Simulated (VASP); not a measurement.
Wanted: the native input for a VASP 6.6.1 run.

```
Task                   : relaxation of cell and atoms
Functional             : PBE
Potentials or basis    : VASP PAW PBE potentials, release 64 (K_sv, Be, I)
Cutoff                 : 600 eV
k mesh                 : 4 × 4 × 4
Occupations            : gaussian, width 0.1 eV
Spin                   : no spin polarisation
Dipole correction      : no
Further INCAR settings : ALGO = Normal; EDIFF = 1e-07; IBRION = 2; EDIFFG = -0.04; NSW = 90; ISIF = 3
```

The structure of KBe4I lies in POSCAR:

```
KBe4I
1.0
    4.4302081400      0.0000000000      0.0000000000
    0.0000000000      4.4302081400      0.0000000000
    0.0000000000      0.0000000000      6.2946783900
K Be I
1 4 1
Direct
    0.0000000000      0.0000000000      0.5000000000
    0.0000000000      0.5000000000      0.2579450000
    0.5000000000      0.0000000000      0.2579450000
    0.0000000000      0.5000000000      0.7420550000
    0.5000000000      0.0000000000      0.7420550000
    0.5000000000      0.5000000000      0.0000000000
```

One way to write it, as run:

INCAR

```
SYSTEM = KBe4I
ALGO     = Normal         ! electronic algorithm
EDIFF    = 1E-7           ! SCF threshold, eV
EDIFFG   = -0.04          ! ionic threshold
ENCUT    = 600            ! plane-wave cutoff, eV
GGA      = PE             ! functional
IBRION   = 2              ! ionic algorithm
ISIF     = 3              ! what is computed and relaxed
ISMEAR   = 0              ! smearing method
LASPH    = .TRUE.         ! aspherical terms in the spheres
LCHARG   = .FALSE.        ! write CHGCAR
LREAL    = .FALSE.        ! projectors in reciprocal space
LWAVE    = .FALSE.        ! write WAVECAR
NELM     = 60             ! most SCF steps
NSW      = 90             ! ionic steps
PREC     = Accurate       ! precision mode
SIGMA    = 0.1            ! smearing width, eV
```

KPOINTS

```
k-points
0
G
  4 4 4
  0 0 0
```

Potentials or basis: VASP PAW PBE potentials, release 64 (K_sv, Be, I).

The run is started by

```bash
$ cat potpaw_PBE.64/K_sv/POTCAR potpaw_PBE.64/Be/POTCAR potpaw_PBE.64/I/POTCAR > POTCAR
$ mpirun -np 1 vasp_std > vasp.out
```

It gave:

```yaml
Relaxed_volume: 19.41 Å³/atom
Relaxed_cell: a = 3.347 Å, b = 3.347 Å, c = 10.394 Å, α = 90.00°, β = 90.00°, γ = 90.00°
Space_group_after_relaxing_to_0.05_Å: P4/mmm (No. 123)
Energy_gained_by_relaxing: 1034.3 meV/atom
Ionic_steps: 43
Pressure_after_relaxing: -0.2 GPa
Largest_force_after_relaxing: 0.020 eV/Å
Band_gap_on_the_k_mesh: zero (band 12 reaches 5.88 eV, above the bottom of band 13 at 3.58 eV)
```

Caveat: spin-orbit coupling is left out, which moves the levels of the heavy elements.

Run time: 19 min on 1 thread of AMD EPYC 7R13 Processor (Zen 3), with other jobs on the host, peak memory 0.25 GiB.
